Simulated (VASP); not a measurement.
# Cs3HO: single point with PBE

The system is Cs3HO.

```
H O Cs
1.0
     6.14000    0.00000    0.00000
     0.00000    6.14000    0.00000
     0.00000    0.00000    6.14000
H O Cs
1 1 3
Direct
  0.00000 0.00000 0.00000
  0.50000 0.50000 0.50000
  0.50000 0.50000 0.00000
  0.50000 0.00000 0.50000
  0.00000 0.50000 0.50000
```

```yaml
Program: VASP 6.6.1
Task: single point
Functional: PBE
Potentials_or_basis: VASP PAW PBE potentials, release 64 (H, O, Cs_sv)
Cutoff: 520 eV
k_mesh: 4 × 4 × 4
Occupations: gaussian, width 0.05 eV
Spin: no spin polarisation
Dipole_correction: no
Further_INCAR_settings: ALGO = Normal; EDIFF = 1e-06; NBANDS = 25
```

The pressure is -1.4 GPa and the band gap on the k mesh is 0.84 eV, indirect (least direct gap 0.91 eV).

Levels at points of the mesh, in eV from the valence-band top:
```
           k point  band 15  band 16  band 17  band 18  band 19  band 20
(0.00, 0.00, 0.00)     0.00     0.00     0.00     1.63     1.75     1.75
(0.50, 0.00, 0.00)    -0.73    -0.07    -0.07     0.84     2.69     2.77
(0.50, 0.50, 0.00)    -0.86    -0.86    -0.15     1.81     1.81     2.43
(0.50, 0.50, 0.50)    -0.98    -0.98    -0.98     2.70     2.70     2.70
```

Wall time 64 s on 1 thread of AMD EPYC 7R13 Processor (Zen 3), with other jobs on the host, peak memory 0.3 GiB.

Caveat: spin-orbit coupling is left out, which moves the levels of the heavy elements. A k mesh can miss the band edges.
